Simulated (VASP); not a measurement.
Input of a VASP 6.6.1 run:

Contents of INCAR:

```
ALGO = Normal ; EDIFF = 1E-6
ENCUT = 520 ; GGA = RP
ISIF = 2 ; ISMEAR = -1
LASPH = T ; LCHARG = F
LREAL = F ; LWAVE = F
NBANDS = 16 ; NELM = 80
PREC = Accurate ; SIGMA = 0.05
```

KPOINTS

```
k-points
0
Gamma
  6 6 6
```

File POSCAR:

```
Se
1.0
    5.9600598734      0.0000000000      0.0000000000
   -2.9800299367      5.1615632584      0.0000000000
    0.0000000000      0.0000000000      4.8627178000
Se
3
Direct
    0.1596740353      0.0000000000      0.3333333333
    1.0000000000      0.1596740353      0.6666666667
    0.8403259647      0.8403259647      0.0000000000
```

Potentials or basis: VASP PAW PBE potentials, release 64 (Se).

Launch:

```sh
$ cat potpaw_PBE.64/Se/POTCAR > POTCAR
$ mpirun -np 1 vasp_std > vasp.out
```

(1) Estimate the band gap on the k mesh.

(2) Estimate the pressure.

(3) What does it give for the largest force?

## Answers

(1) 2.08 eV (least direct gap 2.18 eV).

(2) 2.3 GPa.

(3) 1.067 eV/Å.

Caveat: the PAW data sets were made with another functional, which shifts forces and pressure a little; this functional lacks dispersion, which binds layers or chains, so the pressure and a relaxed spacing across them are unreliable.
